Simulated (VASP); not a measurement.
# BeCdS4 in VASP: notebook

Runs on BeCdS4. Level: PBE. Tasks: single point.

Program: VASP 6.6.1. These are calculated values, not measurements. Logs are shortened: lines on timing, memory, paths and dates and some standing lists are left out, and cuts for length are marked.

**1. The cell of the first run**

Symmetry: P4, No. 75, tetragonal system. The conventional cell has a = 5.588 Å, b = 5.588 Å, c = 3.822 Å, α = 90.00°, β = 90.00°, γ = 90.00°. Be (site symmetry 4) has 4 S at 2.15 Å within 2.9 Å. Cd (site symmetry 4) has 8 S at 2.92 Å within 3.8 Å. S (site symmetry 1) has 1 S at 2.10 Å and 1 Be at 2.15 Å within 2.8 Å.

**2. Single point, PBE**

File INCAR:

```
PREC     = Accurate       # precision mode
ENCUT    = 520            # plane-wave cutoff, eV
EDIFF    = 1E-6           # SCF threshold, eV
ISMEAR   = 0              # smearing method
SIGMA    = 0.2            # smearing width, eV
LREAL    = False          # projectors in reciprocal space
LASPH    = True           # aspherical terms in the spheres
NELM     = 100            # most SCF steps
ALGO     = Normal         # electronic algorithm
ISIF     = 2              # what is computed and relaxed
LWAVE    = False          # write WAVECAR
LCHARG   = False          # write CHGCAR
GGA      = PE             # functional
NBANDS   = 28             # bands
```

File KPOINTS:

```
regular mesh
0
Gamma
  3 3 4
```

File POSCAR:

```
BeCdS4
1.0
    5.5875714651      0.0000000000      0.0000000000
    0.0000000000      5.5875714651      0.0000000000
    0.0000000000      0.0000000000      3.8222391295
Be Cd S
1 1 4
Direct
    0.0000000000      0.0000000000      0.3747517147
    0.5000000000      0.5000000000      0.8666954952
    0.1290623008      0.6366649007      0.3682132650
    0.8709376992      0.3633350993      0.3682132650
    0.3633350993      0.1290623008      0.3682132650
    0.6366649007      0.8709376992      0.3682132650
```

Potentials or basis: VASP PAW PBE potentials, release 64 (Be, Cd, S).

On the command line:

```sh
$ cat potpaw_PBE.64/Be/POTCAR potpaw_PBE.64/Cd/POTCAR potpaw_PBE.64/S/POTCAR > POTCAR
$ mpirun -np 1 vasp_std > vasp.out
```

OUTCAR:

```text
PREC = Accurate
   ENCUT = 520
   EDIFF = 1E-6
   ISMEAR = 0
   LREAL = False
   LASPH = True
   NELM = 100
   ISIF = 2
   GGA = PE

 ion  position               nearest neighbor table
   1  0.000  0.000  0.375-   3 2.15   4 2.15   5 2.15   6 2.15
   2  0.500  0.500  0.867-   3 2.92   4 2.92   5 2.92   6 2.92   3 2.92   4 2.92   5 2.92   6 2.92

   3  0.129  0.637  0.368-   4 2.10   1 2.15   2 2.92   2 2.92
   4  0.871  0.363  0.368-   3 2.10   1 2.15   2 2.92   2 2.92
   5  0.363  0.129  0.368-   6 2.10   1 2.15   2 2.92   2 2.92
   6  0.637  0.871  0.368-   5 2.10   1 2.15   2 2.92   2 2.92

  LATTYP: Found a simple tetragonal cell.
 ALAT       =     5.5875714651
 C/A-ratio  =     0.6840608936

  Lattice vectors:

 A1 = (   5.5875714651,   0.0000000000,   0.0000000000)
 A2 = (   0.0000000000,   5.5875714651,   0.0000000000)
 A3 = (   0.0000000000,   0.0000000000,   3.8222391295)

Analysis of symmetry for initial positions (statically):
=====================================================================
 Subroutine PRICEL returns:
 Original cell was already a primitive cell.

 Routine SETGRP: Setting up the symmetry group for a
 simple tetragonal supercell.

 Subroutine GETGRP returns: Found  4 space group operations
 (whereof  4 operations were pure point group operations)
 out of a pool of 16 trial point group operations.

The static configuration has the point symmetry     .

Analysis of symmetry for dynamics (positions and initial velocities):
=====================================================================
 Subroutine PRICEL returns:
 Original cell was already a primitive cell.

 Routine SETGRP: Setting up the symmetry group for a
 simple tetragonal supercell.

 Subroutine GETGRP returns: Found  4 space group operations
 (whereof  4 operations were pure point group operations)
 out of a pool of 16 trial point group operations.

The dynamic configuration has the point symmetry     .

 Subroutine INISYM returns: Found  4 space group operations
 (whereof  4 operations are pure point group operations),
 and found     1 'primitive' translations

----------------------------------------------------------------------------------------

                                     Primitive cell

  volume of cell :     119.3340

  direct lattice vectors                    reciprocal lattice vectors
     5.587571465  0.000000000  0.000000000     0.178968628  0.000000000  0.000000000
     0.000000000  5.587571465  0.000000000     0.000000000  0.178968628  0.000000000
     0.000000000  0.000000000  3.822239130     0.000000000  0.000000000  0.261626750

  length of vectors
     5.587571465  5.587571465  3.822239130     0.178968628  0.178968628  0.261626750

  position of ions in fractional coordinates (direct lattice)
     0.000000000  0.000000000  0.374751715
     0.500000000  0.500000000  0.866695495
     0.129062301  0.636664901  0.368213265
     0.870937699  0.363335099  0.368213265
     0.363335099  0.129062301  0.368213265
     0.636664901  0.870937699  0.368213265

  ion indices of the primitive-cell ions
   primitive index   ion index
                 1           1
                 2           2
                 3           3
                 4           4
                 5           5
                 6           6

----------------------------------------------------------------------------------------

 KPOINTS: regular mesh

Automatic generation of k-mesh.
 Grid dimensions read from file:
 generate k-points for:    3    3    4

 Generating k-lattice:

  Cartesian coordinates                     Fractional coordinates (reciprocal lattice)
     0.059656209  0.000000000  0.000000000     0.333333333  0.000000000  0.000000000
     0.000000000  0.059656209  0.000000000     0.000000000  0.333333333  0.000000000
     0.000000000  0.000000000  0.065406687     0.000000000  0.000000000  0.250000000

  Length of vectors
     0.059656209  0.059656209  0.065406687

  Shift w.r.t. Gamma in fractional coordinates (k-lattice)
     0.000000000  0.000000000  0.000000000

 Subroutine IBZKPT returns following result:
 ===========================================

 Found      9 irreducible k-points:

 Following reciprocal coordinates:
            Coordinates               Weight
  0.000000  0.000000  0.000000      1.000000
  0.333333  0.000000  0.000000      4.000000
  0.333333  0.333333  0.000000      4.000000
  0.000000  0.000000  0.250000      2.000000
  0.333333  0.000000  0.250000      8.000000
  0.333333  0.333333  0.250000      8.000000
  0.000000  0.000000  0.500000      1.000000
  0.333333  0.000000  0.500000      4.000000
  0.333333  0.333333  0.500000      4.000000
   k-points           NKPTS =      9   k-points in BZ     NKDIM =      9   number of bands    NBANDS=     28
   number of dos      NEDOS =    301   number of ions     NIONS =      6
   total plane-waves  NPLWV =  49392
   dimension x,y,z NGX =    42 NGY =   42 NGZ =   28
   dimension x,y,z NGXF=    84 NGYF=   84 NGZF=   56
   ions per type =               1   1   4
   NGX,Y,Z   is equivalent  to a cutoff of  12.50, 12.50, 12.18 a.u.
   NGXF,Y,Z  is equivalent  to a cutoff of  24.99, 24.99, 24.36 a.u.
 SYSTEM =  unknown system
   PREC   = accura    normal or accurate (medium, high low for compatibility)
   ISTART =      0    job   : 0-new  1-cont  2-samecut
   ICHARG =      2    charge: 1-file 2-atom 10-const
   ISPIN  =      1    spin polarized calculation?
   LNONCOLLINEAR =      F non collinear calculations
   LSORBIT =      F    spin-orbit coupling
   LASPH  =      T    aspherical Exc in radial PAW
   ENCUT  =  520.0 eV  38.22 Ry    6.18 a.u.  10.39 10.39  7.11*2*pi/ulx,y,z
   NELM   =    100;   NELMIN=  2; NELMDL= -5     # of ELM steps
   EDIFF  = 0.1E-05   stopping-criterion for ELM
   LREAL  =      F    real-space projection
   EDIFFG = 0.1E-04   stopping-criterion for IOM
   NSW    =      0    number of steps for IOM
   IBRION =     -1    ionic relax: 0-MD 1-quasi-New 2-CG
   NFREE  =      0    steps in history (QN), initial steepest desc. (CG)
   ISIF   =      2    stress and relaxation
   ISYM   =      2    0-nonsym 1-usesym 2-fastsym
   POTIM  = 0.5000    time-step for ionic-motion
   TEBEG  =    0.0;   TEEND  =   0.0 temperature during run
   PSTRESS=    0.0 pullay stress
   NELECT =      38.0000    total number of electrons
   NUPDOWN=      -1.0000    fix difference up-down
   EMIN   =  10.00;   EMAX   =-10.00  energy-range for DOS
   EFERMI =   0.00;   METHOD = LEGACY
   ISMEAR =     0;   SIGMA  =   0.20  broadening in eV -4-tet -1-fermi 0-gaus
   EFERMI_NEDOS =   21; number of points for ismear=-14 and -15
   IALGO  =     38    algorithm
   IMIX   =      4    mixing-type and parameters
     AMIX     =   0.40;   BMIX     =  1.00
     AMIX_MAG =   1.60;   BMIX_MAG =  1.00
  volume/ion in A,a.u.               =      19.89       134.22
  Fermi-wavevector in a.u.,A,eV,Ry     =   1.117930  2.112582 17.004125  1.249768
  Thomas-Fermi vector in A             =   2.254557
   LORBIT       =      0    0 simple, 1 ext, 2 COOP (PROOUT), +10 PAW based schemes
   GGA     = PE    functional components
   LHFCALC =     F    Hartree Fock is set to
   AEXX    =    0.0000 exact exchange contribution
   IVDW    =     0    specifies the selected vdW correction
   LEPSILON=     F    determine dielectric tensor
   LRPA    =     F    only Hartree local field effects (RPA)
 non-spin polarized calculation
 Gauss-broadening in eV      SIGMA  =   0.20
  energy-cutoff  :      520.00
  volume of cell :      119.33
 maximum number of plane-waves:      3236
 NGX is ok and might be reduce to    42
   NGX = 21   NGY = 21   NGZ = 15

 number of electron      38.0000009 magnetization

 Free energy of the ion-electron system (eV)
  ---------------------------------------------------
  ext. energy  EPLUGINS =         0.00000000
  ---------------------------------------------------
  free energy    TOTEN  =       -22.08199905 eV

  energy without entropy =      -22.07135763  energy(sigma->0) =      -22.07667834

 E-fermi :   4.5687     XC(G=0):  -9.4531

 val. band max:        4.4790808350   @ k =   0.0000   0.0000   0.5000
 cond. band min:       4.9413620031   @ k =   0.3333   0.0000   0.0000
 fundamental gap:      0.4622811682
 Fermi energy:         4.5687480664

 k-point     1 :       0.0000    0.0000    0.0000
  band No.  band energies     occupation
      1     -11.8409      2.00000
      2     -10.4106      2.00000
      3      -7.6163      2.00000
      4      -7.6163      2.00000
      5      -4.6237      2.00000
      6      -4.4951      2.00000
[... 20 lines left out ...]
     27      10.1660      0.00000
     28      10.2325      0.00000

 k-point     2 :       0.3333    0.0000    0.0000
  band No.  band energies     occupation
      1     -11.5510      2.00000
      2     -10.8544      2.00000
      3      -7.6059      2.00000
      4      -7.4626      2.00000
      5      -4.6311      2.00000
      6      -4.4720      2.00000
[... 20 lines left out ...]
     27      10.1078      0.00000
     28      10.4591      0.00000

 k-point     3 :       0.3333    0.3333    0.0000
  band No.  band energies     occupation
      1     -11.3451      2.00000
      2     -10.9779      2.00000
      3      -7.9992      2.00000
      4      -7.5504      2.00000
      5      -4.5528      2.00000
      6      -4.4710      2.00000
[... 20 lines left out ...]
     27      10.6768      0.00000
     28      10.7456      0.00000

 k-point     4 :       0.0000    0.0000    0.2500
  band No.  band energies     occupation
      1     -11.7211      2.00000
      2     -10.3199      2.00000
      3      -7.5740      2.00000
      4      -7.5739      2.00000
      5      -4.4718      2.00000
      6      -4.4664      2.00000
[... 113 lines left out ...]
     27       9.9028      0.00000
     28      10.6112      0.00000

 k-point     8 :       0.3333    0.0000    0.5000
  band No.  band energies     occupation
      1     -11.3302      2.00000
      2     -10.6732      2.00000
      3      -7.3967      2.00000
      4      -7.3243      2.00000
      5      -4.5337      2.00000
      6      -4.4985      2.00000
[... 20 lines left out ...]
     27      10.4370      0.00000
     28      10.9427      0.00000

 k-point     9 :       0.3333    0.3333    0.5000
  band No.  band energies     occupation
      1     -11.1540      2.00000
      2     -10.8160      2.00000
      3      -7.7244      2.00000
      4      -7.2441      2.00000
      5      -4.5719      2.00000
      6      -4.4859      2.00000
[... 20 lines left out ...]
     27       9.8695      0.00000
     28      11.2713      0.00000

------------------------ aborting loop because EDIFF is reached ----------------------------------------

  FORCE on cell =-STRESS in cart. coord.  units (eV):
  Direction    XX          YY          ZZ          XY          YZ          ZX
  --------------------------------------------------------------------------------------
  -------------------------------------------------------------------------------------
  Total       -0.6202299     -0.6202299      0.6459397      0.0000002      0.0000000      0.0000000
  in kB       -8.3272049     -8.3272049      8.6723840      0.0000029      0.0000000      0.0000000
  external PRESSURE =      -2.6606753 kB  Pullay stress =       0.0000000 kB

 VOLUME and BASIS-vectors are now :
 -----------------------------------------------------------------------------
  energy-cutoff  :      520.00
  volume of cell :      119.33
      direct lattice vectors                 reciprocal lattice vectors
     5.587571465  0.000000000  0.000000000     0.178968628  0.000000000  0.000000000
     0.000000000  5.587571465  0.000000000     0.000000000  0.178968628  0.000000000
     0.000000000  0.000000000  3.822239130     0.000000000  0.000000000  0.261626750

 POSITION                                       TOTAL-FORCE (eV/Angst)
 -----------------------------------------------------------------------------------
      0.00000      0.00000      1.43239         0.000000      0.000000     -0.056511
      2.79379      2.79379      3.31272         0.000000     -0.000000      0.002040
      0.72114      3.55741      1.40740        -0.008288     -0.019847      0.013618
      4.86643      2.03016      1.40740         0.008288      0.019847      0.013618
      2.03016      0.72114      1.40740         0.019847     -0.008288      0.013618
      3.55741      4.86643      1.40740        -0.019847      0.008288      0.013618
 -----------------------------------------------------------------------------------
    total drift:                                0.000000     -0.000000     -0.000381

  FREE ENERGIE OF THE ION-ELECTRON SYSTEM (eV)
  ---------------------------------------------------
  free  energy   TOTEN  =       -22.0819990484 eV

  energy  without entropy=      -22.0713576332  energy(sigma->0) =      -22.07667834
```

It took 13 s on 1 thread of Intel Xeon 6975P-C (Granite Rapids), shared host; peak memory 0.21 GiB.

Results:

```
Free energy   : -22.0820 eV
Pressure      : -0.3 GPa
Largest force : 0.057 eV/Å
```

Forces in eV/Å, atoms in the order of the input:
```
Be   0.000  0.000 -0.057
Cd   0.000  0.000  0.002
S   -0.008 -0.020  0.014
S    0.008  0.020  0.014
S    0.020 -0.008  0.014
S   -0.020  0.008  0.014
```

Caveat: the k points lie up to 0.41 Å⁻¹ apart.

**3. Single point, PBE**

This run uses another cell than the first one, of 19.95 Å³/atom, 1.003 times its volume.

File INCAR:

```
PREC = Accurate
ENCUT = 520
EDIFF = 1E-6
ISMEAR = 0
SIGMA = 0.1
LREAL = False
LASPH = True
NELM = 100
ALGO = Normal
ISIF = 2
LWAVE = False
LCHARG = False
GGA = PE
NBANDS = 28
```

File KPOINTS:

```
regular mesh
0
Gamma
  6 6 8
```

File POSCAR:

```
BeCdS4
1.0
    5.5713785313      0.0000000000      0.0000000000
    0.0000000000      5.5713785313      0.0000000000
    0.0000000000      0.0000000000      3.8553644063
Be Cd S
1 1 4
Direct
    0.0000000000      0.0000000000      0.0000000000
    0.5000000000      0.5000000000      0.5000000000
    0.1300460436      0.6368597952      0.0000000000
    0.8699539564      0.3631402048      0.0000000000
    0.3631402048      0.1300460436      0.0000000000
    0.6368597952      0.8699539564      0.0000000000
```

Potentials or basis: VASP PAW PBE potentials, release 64 (Be, Cd, S).

On the command line:

```sh
$ cat potpaw_PBE.64/Be/POTCAR potpaw_PBE.64/Cd/POTCAR potpaw_PBE.64/S/POTCAR > POTCAR
$ mpirun -np 1 vasp_std > vasp.out
```

It took 77 s on 1 thread of Intel Xeon 6975P-C (Granite Rapids), shared host; peak memory 0.31 GiB.

Results (log left out):

| Quantity | Value |
| --- | --- |
| Free energy | -22.0731 eV |
| Pressure | -0.1 GPa |
| Largest force | 0.107 eV/Å |
| Band gap on the k mesh | zero (filled and empty bands touch) |

Forces on the atoms (eV/Å):
```
Be   0.000  0.000  0.000
Cd   0.000  0.000  0.000
S   -0.080 -0.071  0.000
S    0.080  0.071  0.000
S    0.071 -0.080  0.000
S   -0.071  0.080  0.000
```

Stress tensor (GPa, compression positive):
```
-0.18  0.00  0.00
 0.00 -0.18  0.00
 0.00  0.00  0.11
```

Levels at points of the mesh, in eV from the Fermi level:
```csv
k point,band 16,band 17,band 18,band 19,band 20,band 21,band 22,band 23
"(0.00, 0.00, 0.00)",-2.76,-0.84,-0.84,-0.02,0.84,2.69,2.69,3.83
"(0.50, 0.00, 0.00)",-2.55,-2.44,-1.05,-0.89,0.11,0.78,2.22,3.09
"(0.50, 0.50, 0.00)",-3.17,-3.17,-1.67,-1.40,0.30,2.03,2.21,3.17
"(0.00, 0.00, 0.50)",-3.84,-2.83,-2.83,-0.31,-0.02,2.62,2.88,2.88
"(0.50, 0.00, 0.50)",-2.75,-2.57,-2.31,-2.14,0.67,1.19,1.20,1.40
"(0.50, 0.50, 0.50)",-4.45,-3.26,-2.44,-2.44,1.82,2.03,2.35,2.90
```
